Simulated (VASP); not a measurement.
# Ga2Pt (Fm-3m) in VASP: notebook

Runs on Ga2Pt. Level: LDA. Tasks: single point.

Program: VASP 6.6.1. These are calculated values, not measurements. Logs are shortened: lines on timing, memory, paths and dates and some standing lists are left out, and cuts for length are marked.

**1. The cell of the first run**

Symmetry: Fm-3m, No. 225, cubic system. Conventional cell: a = 5.750 Å, b = 5.750 Å, c = 5.750 Å, α = 90.00°, β = 90.00°, γ = 90.00°. Within 3.3 Å of Ga (site symmetry -43m) lie 4 Pt at 2.49 Å and 6 Ga at 2.87 Å. Pt (site symmetry m-3m) has 8 Ga at 2.49 Å within 3.3 Å.

**2. Single point, LDA**

The input, INCAR:

```
SYSTEM = Ga2Pt
PREC = Accurate ; ENCUT = 520
EDIFF = 1E-6 ; ISMEAR = 0
SIGMA = 0.05 ; LREAL = .FALSE.
LASPH = .TRUE. ; NELM = 100
ALGO = Normal ; ISIF = 2
LWAVE = .FALSE. ; LCHARG = .TRUE.
LELF = .TRUE. ; LVHAR = .TRUE.
NBANDS = 25
```

The input, KPOINTS:

```
regular mesh
0
G
  9 9 9
  0 0 0
```

The input, POSCAR:

```
Ga2Pt
1.0
    4.0658381908      0.0000000000      0.0000000000
    2.0329190954      3.5211191609      0.0000000000
    2.0329190954      1.1737063870      3.3197429814
Ga Pt
2 1
Direct
    0.2500000000      0.2500000000      0.2500000000
    0.7500000000      0.7500000000      0.7500000000
    0.0000000000      0.0000000000      0.0000000000
```

Potentials or basis: VASP PAW LDA potentials, release 64 (Ga_d, Pt).

Run with:

```
> cat potpaw_LDA.64/Ga_d/POTCAR potpaw_LDA.64/Pt/POTCAR > POTCAR
> mpirun -np 1 vasp_std > vasp.out
```

OUTCAR:

```text
SYSTEM = Ga2Pt
   PREC = Accurate
   ENCUT = 520
   EDIFF = 1E-6
   ISMEAR = 0
   LREAL = .FALSE.
   LASPH = .TRUE.
   NELM = 100
   ISIF = 2

 ion  position               nearest neighbor table
   1  0.250  0.250  0.250-   3 2.49   3 2.49   3 2.49   3 2.49   2 2.87   2 2.87   2 2.87   2 2.87
                             2 2.87   2 2.87
   2  0.750  0.750  0.750-   3 2.49   3 2.49   3 2.49   3 2.49   1 2.87   1 2.87   1 2.87   1 2.87
                             1 2.87   1 2.87
   3  0.000  0.000  0.000-   2 2.49   1 2.49   2 2.49   1 2.49   1 2.49   2 2.49   2 2.49   1 2.49

  LATTYP: Found a face centered cubic cell.
 ALAT       =     5.7499635118

  Lattice vectors:

 A1 = (   4.0658381908,   0.0000000000,   0.0000000000)
 A2 = (   2.0329190954,   3.5211191609,   0.0000000000)
 A3 = (   2.0329190954,   1.1737063870,   3.3197429814)

Analysis of symmetry for initial positions (statically):
=====================================================================
 Subroutine PRICEL returns:
 Original cell was already a primitive cell.

 Routine SETGRP: Setting up the symmetry group for a
 face centered cubic supercell.

 Subroutine GETGRP returns: Found 48 space group operations
 (whereof 48 operations were pure point group operations)
 out of a pool of 48 trial point group operations.

The static configuration has the point symmetry O_h .

Analysis of symmetry for dynamics (positions and initial velocities):
=====================================================================
 Subroutine PRICEL returns:
 Original cell was already a primitive cell.

 Routine SETGRP: Setting up the symmetry group for a
 face centered cubic supercell.

 Subroutine GETGRP returns: Found 48 space group operations
 (whereof 48 operations were pure point group operations)
 out of a pool of 48 trial point group operations.

The dynamic configuration has the point symmetry O_h .

 Subroutine INISYM returns: Found 48 space group operations
 (whereof 48 operations are pure point group operations),
 and found     1 'primitive' translations

----------------------------------------------------------------------------------------

                                     Primitive cell

  volume of cell :      47.5264

  direct lattice vectors                    reciprocal lattice vectors
     4.065838191  0.000000000  0.000000000     0.245951746 -0.142000306 -0.100409380
     2.032919095  3.521119161  0.000000000     0.000000000  0.284000613 -0.100409380
     2.032919095  1.173706387  3.319742981     0.000000000  0.000000000  0.301228139

  length of vectors
     4.065838191  4.065838191  4.065838191     0.301228139  0.301228139  0.301228139

  position of ions in fractional coordinates (direct lattice)
     0.250000000  0.250000000  0.250000000
     0.750000000  0.750000000  0.750000000
     0.000000000  0.000000000  0.000000000

  ion indices of the primitive-cell ions
   primitive index   ion index
                 1           1
                 2           2
                 3           3

----------------------------------------------------------------------------------------

 KPOINTS: regular mesh

Automatic generation of k-mesh.
 Grid dimensions read from file:
 generate k-points for:    9    9    9

 Generating k-lattice:

  Cartesian coordinates                     Fractional coordinates (reciprocal lattice)
     0.027327972 -0.015777812 -0.011156598     0.111111111 -0.000000000 -0.000000000
     0.000000000  0.031555624 -0.011156598     0.000000000  0.111111111  0.000000000
     0.000000000  0.000000000  0.033469793     0.000000000  0.000000000  0.111111111

  Length of vectors
     0.033469793  0.033469793  0.033469793

  Shift w.r.t. Gamma in fractional coordinates (k-lattice)
     0.000000000  0.000000000  0.000000000

 Subroutine IBZKPT returns following result:
 ===========================================

 Found     35 irreducible k-points:

 Following reciprocal coordinates:
            Coordinates               Weight
  0.000000  0.000000  0.000000      1.000000
  0.111111 -0.000000  0.000000      8.000000
  0.222222 -0.000000 -0.000000      8.000000
  0.333333  0.000000  0.000000      8.000000
  0.444444 -0.000000 -0.000000      8.000000
  0.111111  0.111111  0.000000      6.000000
[... 16 lines left out ...]
 -0.333333  0.333333 -0.000000     12.000000
  0.444444  0.444444  0.000000      6.000000
 [... further k-points ...]
   k-points           NKPTS =     35   k-points in BZ     NKDIM =     35   number of bands    NBANDS=     25
   number of dos      NEDOS =    301   number of ions     NIONS =      3
   total plane-waves  NPLWV =  27000
   dimension x,y,z NGX =    30 NGY =   30 NGZ =   30
   dimension x,y,z NGXF=    60 NGYF=   60 NGZF=   60
   ions per type =               2   1
   NGX,Y,Z   is equivalent  to a cutoff of  12.27, 12.27, 12.27 a.u.
   NGXF,Y,Z  is equivalent  to a cutoff of  24.53, 24.53, 24.53 a.u.
 SYSTEM =  Ga2Pt
   PREC   = accura    normal or accurate (medium, high low for compatibility)
   ISTART =      0    job   : 0-new  1-cont  2-samecut
   ICHARG =      2    charge: 1-file 2-atom 10-const
   ISPIN  =      1    spin polarized calculation?
   LNONCOLLINEAR =      F non collinear calculations
   LSORBIT =      F    spin-orbit coupling
   LASPH  =      T    aspherical Exc in radial PAW
   ENCUT  =  520.0 eV  38.22 Ry    6.18 a.u.   7.56  7.56  7.56*2*pi/ulx,y,z
   NELM   =    100;   NELMIN=  2; NELMDL= -5     # of ELM steps
   EDIFF  = 0.1E-05   stopping-criterion for ELM
   LREAL  =      F    real-space projection
   EDIFFG = 0.1E-04   stopping-criterion for IOM
   NSW    =      0    number of steps for IOM
   IBRION =     -1    ionic relax: 0-MD 1-quasi-New 2-CG
   NFREE  =      0    steps in history (QN), initial steepest desc. (CG)
   ISIF   =      2    stress and relaxation
   ISYM   =      2    0-nonsym 1-usesym 2-fastsym
   POTIM  = 0.5000    time-step for ionic-motion
   TEBEG  =    0.0;   TEEND  =   0.0 temperature during run
   PSTRESS=    0.0 pullay stress
   NELECT =      36.0000    total number of electrons
   NUPDOWN=      -1.0000    fix difference up-down
   EMIN   =  10.00;   EMAX   =-10.00  energy-range for DOS
   EFERMI =   0.00;   METHOD = LEGACY
   ISMEAR =     0;   SIGMA  =   0.05  broadening in eV -4-tet -1-fermi 0-gaus
   EFERMI_NEDOS =   21; number of points for ismear=-14 and -15
   IALGO  =     38    algorithm
   IMIX   =      4    mixing-type and parameters
     AMIX     =   0.40;   BMIX     =  1.00
     AMIX_MAG =   1.60;   BMIX_MAG =  1.00
  volume/ion in A,a.u.               =      15.84       106.91
  Fermi-wavevector in a.u.,A,eV,Ry     =   1.492327  2.820089 30.300704  2.227039
  Thomas-Fermi vector in A             =   2.604869
   LORBIT       =      0    0 simple, 1 ext, 2 COOP (PROOUT), +10 PAW based schemes
   GGA     = CA    functional components
   LHFCALC =     F    Hartree Fock is set to
   AEXX    =    0.0000 exact exchange contribution
   IVDW    =     0    specifies the selected vdW correction
   LEPSILON=     F    determine dielectric tensor
   LRPA    =     F    only Hartree local field effects (RPA)
 non-spin polarized calculation
 Gauss-broadening in eV      SIGMA  =   0.05
  energy-cutoff  :      520.00
  volume of cell :       47.53
 maximum number of plane-waves:      1299
   NGX = 15   NGY = 15   NGZ = 15

 number of electron      35.9999978 magnetization

 Free energy of the ion-electron system (eV)
  ---------------------------------------------------
  ext. energy  EPLUGINS =         0.00000000
  ---------------------------------------------------
  free energy    TOTEN  =       -16.36577154 eV

  energy without entropy =      -16.36469184  energy(sigma->0) =      -16.36523169

 E-fermi :   8.1933     XC(G=0): -12.4198

 val. band max:        8.1176208844   @ k =   0.4444   0.3333   0.1111
 cond. band min:       8.2268507520   @ k =  -0.4444   0.2222   0.0000
 fundamental gap:      0.1092298677
 Fermi energy:         8.1932548529

 k-point     1 :       0.0000    0.0000    0.0000
  band No.  band energies     occupation
      1      -7.1976      2.00000
      2      -7.1976      2.00000
      3      -7.0608      2.00000
      4      -7.0608      2.00000
      5      -7.0608      2.00000
      6      -6.8504      2.00000
[... 17 lines left out ...]
     24      14.4029      0.00000
     25      14.4029      0.00000

 k-point     2 :       0.1111   -0.0000    0.0000
  band No.  band energies     occupation
      1      -7.1816      2.00000
      2      -7.1816      2.00000
      3      -7.0668      2.00000
      4      -7.0548      2.00000
      5      -7.0548      2.00000
      6      -6.8563      2.00000
[... 17 lines left out ...]
     24      15.0819      0.00000
     25      15.0869      0.00000

 k-point     3 :       0.2222   -0.0000   -0.0000
  band No.  band energies     occupation
      1      -7.1359      2.00000
      2      -7.1359      2.00000
      3      -7.0717      2.00000
      4      -7.0377      2.00000
      5      -7.0377      2.00000
      6      -6.8736      2.00000
[... 17 lines left out ...]
     24      16.0328      0.00000
     25      16.4949      0.00000

 k-point     4 :       0.3333    0.0000    0.0000
  band No.  band energies     occupation
      1      -7.0671      2.00000
      2      -7.0671      2.00000
      3      -7.0584      2.00000
      4      -7.0119      2.00000
      5      -7.0119      2.00000
      6      -6.9000      2.00000
[... 17 lines left out ...]
     24      17.0962      0.00000
     25      18.0562      0.00000

 k-point     5 :       0.4444   -0.0000   -0.0000
  band No.  band energies     occupation
      1      -7.0289      2.00000
      2      -6.9878      2.00000
      3      -6.9878      2.00000
      4      -6.9816      2.00000
      5      -6.9816      2.00000
      6      -6.9308      2.00000
[... 17 lines left out ...]
     24      18.8219      0.00000
     25      19.4401      0.00000

 k-point     6 :       0.1111    0.1111    0.0000
  band No.  band energies     occupation
      1      -7.1901      2.00000
      2      -7.1641      2.00000
      3      -7.0735      2.00000
      4      -7.0513      2.00000
      5      -7.0513      2.00000
      6      -6.8579      2.00000
[... 17 lines left out ...]
     24      14.6929      0.00000
     25      16.2401      0.00000
[... 393 lines left out ...]
 k-point    21 :       0.4444    0.3333   -0.0000
  band No.  band energies     occupation
      1      -7.1441      2.00000
      2      -7.1297      2.00000
      3      -7.0112      2.00000
      4      -6.9817      2.00000
      5      -6.9792      2.00000
      6      -6.9372      2.00000
[... 17 lines left out ...]
     24      18.1200      0.00000
     25      20.8026      0.00000

 k-point    22 :      -0.4444    0.3333   -0.0000
  band No.  band energies     occupation
      1      -7.1168      2.00000
      2      -7.0927      2.00000
      3      -7.0506      2.00000
      4      -6.9632      2.00000
      5      -6.9613      2.00000
      6      -6.9526      2.00000
[... 17 lines left out ...]
     24      18.6669      0.00000
     25      19.9186      0.00000

 k-point    23 :      -0.3333    0.3333   -0.0000
  band No.  band energies     occupation
      1      -7.0796      2.00000
      2      -7.0628      2.00000
      3      -7.0413      2.00000
      4      -7.0052      2.00000
      5      -6.9623      2.00000
      6      -6.9361      2.00000
[... 17 lines left out ...]
     24      17.9488      0.00000
     25      19.2168      0.00000

 k-point    24 :       0.4444    0.4444    0.0000
  band No.  band energies     occupation
      1      -7.1642      2.00000
      2      -7.1353      2.00000
      3      -7.0397      2.00000
      4      -6.9765      2.00000
      5      -6.9765      2.00000
      6      -6.9225      2.00000
[... 17 lines left out ...]
     24      18.9477      0.00000
     25      19.7481      0.00000

 [... further k-points ...]
[... 5 lines left out ...]
  --------------------------------------------------------------------------------------
  -------------------------------------------------------------------------------------
  Total        3.2045855      3.2045855      3.2045855      0.0000000      0.0000000      0.0000000
  in kB      108.0306948    108.0306948    108.0306948      0.0000000      0.0000000      0.0000000
  external PRESSURE =     108.0306948 kB  Pullay stress =       0.0000000 kB

 VOLUME and BASIS-vectors are now :
 -----------------------------------------------------------------------------
  energy-cutoff  :      520.00
  volume of cell :       47.53
      direct lattice vectors                 reciprocal lattice vectors
     4.065838191  0.000000000  0.000000000     0.245951746 -0.142000306 -0.100409380
     2.032919095  3.521119161  0.000000000     0.000000000  0.284000613 -0.100409380
     2.032919095  1.173706387  3.319742981     0.000000000  0.000000000  0.301228139

 POSITION                                       TOTAL-FORCE (eV/Angst)
 -----------------------------------------------------------------------------------
      2.03292      1.17371      0.82994         0.000000      0.000000     -0.000000
      6.09876      3.52112      2.48981        -0.000000     -0.000000      0.000000
      0.00000      0.00000      0.00000        -0.000000      0.000000     -0.000000
 -----------------------------------------------------------------------------------
    total drift:                                0.000000      0.000000     -0.000000

  FREE ENERGIE OF THE ION-ELECTRON SYSTEM (eV)
  ---------------------------------------------------
  free  energy   TOTEN  =       -16.3657715438 eV

  energy  without entropy=      -16.3646918422  energy(sigma->0) =      -16.36523169
```

It took 67 s on 1 thread of AMD EPYC 7R13, shared host; peak memory 0.14 GiB.

What came out:

- Free energy: -16.3658 eV
- Pressure: 10.8 GPa
- Band gap on the k mesh: zero (bands 18 and 19 overlap by 7.43 eV)

Levels at points of the mesh, in eV from the Fermi level:
```
           k point  band 16  band 17  band 18  band 19  band 20  band 21
(0.00, 0.00, 0.00)    -3.70     0.35     5.48     5.48     5.48     5.55
```

Caveat: the cell stands under pressure; spin-orbit coupling is left out, which moves the levels of the heavy elements.

**3. Single point, LDA**

This run uses another cell than the first one, of 16.29 Å³/atom.

The input, INCAR:

```
SYSTEM = Ga2Pt
PREC = Accurate ; ENCUT = 520
EDIFF = 1E-7 ; ISMEAR = 0
SIGMA = 0.05 ; LREAL = .FALSE.
LASPH = .TRUE. ; NELM = 100
ALGO = Normal ; ISIF = 2
LWAVE = .FALSE. ; LCHARG = .FALSE.
NBANDS = 25
```

The input, KPOINTS:

```
Automatic mesh
0
G
  9 9 9
  0 0 0
```

The input, POSCAR:

```
Ga2Pt
1.0
    4.1038557964      0.0000000000      0.0000000000
    2.0519278982      3.5540433732      0.0000000000
    2.0519278982      1.1846811244      3.3507842264
Ga Pt
2 1
Direct
    0.2500000000      0.2500000000      0.2500000000
    0.7500000000      0.7500000000      0.7500000000
    0.0000000000      0.0000000000      0.0000000000
```

Potentials or basis: VASP PAW LDA potentials, release 64 (Ga_d, Pt).

Run with:

```
> cat potpaw_LDA.64/Ga_d/POTCAR potpaw_LDA.64/Pt/POTCAR > POTCAR
> mpirun -np 1 vasp_std > vasp.out
```

Run time: 78 s. Hardware: 1 thread of AMD EPYC 7R13, shared host; peak memory 0.15 GiB.

The run converged. Its results:

```yaml
Free_energy: -16.4352 eV
Pressure: 5.7 GPa
Band_gap_on_the_k_mesh: zero (bands 18 and 19 overlap by 7.23 eV)
```

Levels at points of the mesh, in eV from the Fermi level:
```
           k point  band 15  band 16  band 17  band 18  band 19  band 20  band 21  band 22
(0.00, 0.00, 0.00)    -3.57    -3.57     0.22     5.38     5.38     5.38     5.42     5.42
```

Caveat: the cell stands under pressure; spin-orbit coupling is left out, which moves the levels of the heavy elements.

(Part 1 of 2 ends here.)

The gap in the log of VASP goes by the Fermi energy; the results here count the filled bands.